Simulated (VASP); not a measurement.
Write the native input for VASP 6.6.1 that does the following.

- Task: relaxation of cell and atoms
- Functional: PBEsol
- Potentials or basis: VASP PAW PBE potentials, release 64 (Ag, B)
- Cutoff: 500 eV
- k mesh: 7 × 7 × 7
- Occupations: fermi-dirac, width 0.05 eV
- Spin: no spin polarisation
- Target pressure: 15 GPa
- Dipole correction: no
- Further INCAR settings: ALGO = Normal; EDIFF = 1e-07; IBRION = 2; EDIFFG = -0.02; NSW = 80; ISIF = 3

The structure of AgB2 lies in POSCAR:

```
AgB2
1.0
    0.0000000000      2.5700000000      2.5700000000
    2.5700000000      0.0000000000      2.5700000000
    2.5700000000      2.5700000000      0.0000000000
Ag B
1 2
Direct
    0.0000000000      0.0000000000      0.0000000000
    0.2500000000      0.2500000000      0.2500000000
    0.7500000000      0.7500000000      0.7500000000
```

One way to write it, as run:

INCAR

```
PREC = Accurate
ENCUT = 500
EDIFF = 1E-7
ISMEAR = -1
SIGMA = 0.05
LREAL = F
LASPH = T
NELM = 120
ALGO = Normal
ISIF = 3
LWAVE = F
LCHARG = F
GGA = PS
IBRION = 2
NSW = 80
EDIFFG = -0.02
PSTRESS = 150.0
GGA_COMPAT = F
NELMIN = 4
```

KPOINTS

```
Automatic mesh
0
Gamma
  7 7 7
```

Potentials or basis: VASP PAW PBE potentials, release 64 (Ag, B).

Launch:

```console
$ cat potpaw_PBE.64/Ag/POTCAR potpaw_PBE.64/B/POTCAR > POTCAR
$ mpirun -np 1 vasp_std > vasp.out
```

Results of the run:

| Property | Result |
| --- | --- |
| Relaxed volume | 10.32 Å³/atom |
| Relaxed cell | a = 3.524 Å, b = 3.524 Å, c = 3.524 Å, α = 60.00°, β = 60.00°, γ = 60.00° |
| Space group after relaxing (to 0.1 Å) | Fm-3m (No. 225) |
| Energy change on relaxing (the run minimises the enthalpy) | +30.6 meV/atom |
| Ionic steps | 4 |
| Pressure after relaxing | 15.0 GPa |
| Band gap on the k mesh | zero (an odd number of electrons rules out a gap without spin polarisation) |

Caveat: the cell is relaxed towards a set pressure, so the run minimises the enthalpy, not the energy; the PAW data sets were made with another functional, which shifts forces and pressure a little.

Run time: 27 s on 1 thread of Intel(R) Xeon(R) Platinum 8488C (Sapphire Rapids) (shared host), peak memory 0.16 GiB.
